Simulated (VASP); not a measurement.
SrCl2: single point with PBE

SrCl2:

```
Sr Cl
1.0
     0.16330    3.48550    3.48550
     3.64880    0.00000    3.64880
     3.48550    3.48550    0.16330
Sr Cl
1 2
Direct
  0.00000 0.00000 0.00000
  0.25000 0.25000 0.25000
  0.75000 0.75000 0.75000
```

This cell differs from its parent crystal: strain +0.0937 x Voigt [0, 0, 0, 0, 1, 0].

| Quantity | Value |
| --- | --- |
| Program | VASP 6.6.1 |
| Task | single point |
| Functional | PBE |
| Potentials or basis | VASP PAW PBE potentials, release 64 (Sr_sv, Cl) |
| Cutoff | 520 eV |
| k mesh | 6 × 6 × 6 |
| Occupations | gaussian, width 0.05 eV |
| Spin | no spin polarisation |

- Pressure: 1.6 GPa
- Largest force: 0.249 eV/Å
- Band gap on the k mesh: 5.36 eV, indirect (least direct gap 5.54 eV)

Forces in eV/Å, atoms in the order of the input:
```
Sr   0.000  0.000  0.000
Cl   0.000 -0.249  0.000
Cl   0.000  0.249  0.000
```

Stress tensor (GPa, compression positive):
```
 1.58  0.00 -1.47
 0.00  1.67  0.00
-1.47  0.00  1.58
```

Levels at points of the mesh, in eV from the valence-band top:
```tsv
k point	band 8	band 9	band 10	band 11	band 12	band 13	band 14	band 15	band 16	band 17
(0.00, 0.00, 0.00)	-2.14	-2.08	-0.39	-0.33	-0.26	5.36	6.10	6.16	8.58	9.10
(0.50, 0.00, 0.00)	-1.53	-1.52	-1.30	-1.09	-1.03	6.67	6.96	7.62	7.92	8.40
(0.00, 0.50, 0.00)	-1.60	-1.44	-1.33	-1.04	-0.98	6.56	6.82	7.41	7.88	8.32
(0.50, 0.50, 0.00)	-1.86	-1.86	-0.42	-0.42	0.00	5.53	6.96	7.65	8.02	8.23
(0.50, 0.00, 0.50)	-2.01	-1.71	-0.62	-0.19	0.00	5.54	7.03	7.65	7.77	8.33
```

Wall time 2.5 min on 1 thread of AMD EPYC 7R13 (shared host), peak memory 0.24 GiB.

Caveat: the cell differs from its parent crystal (strain +0.0937 x Voigt [0, 0, 0, 0, 1, 0]). A k mesh can miss the band edges.
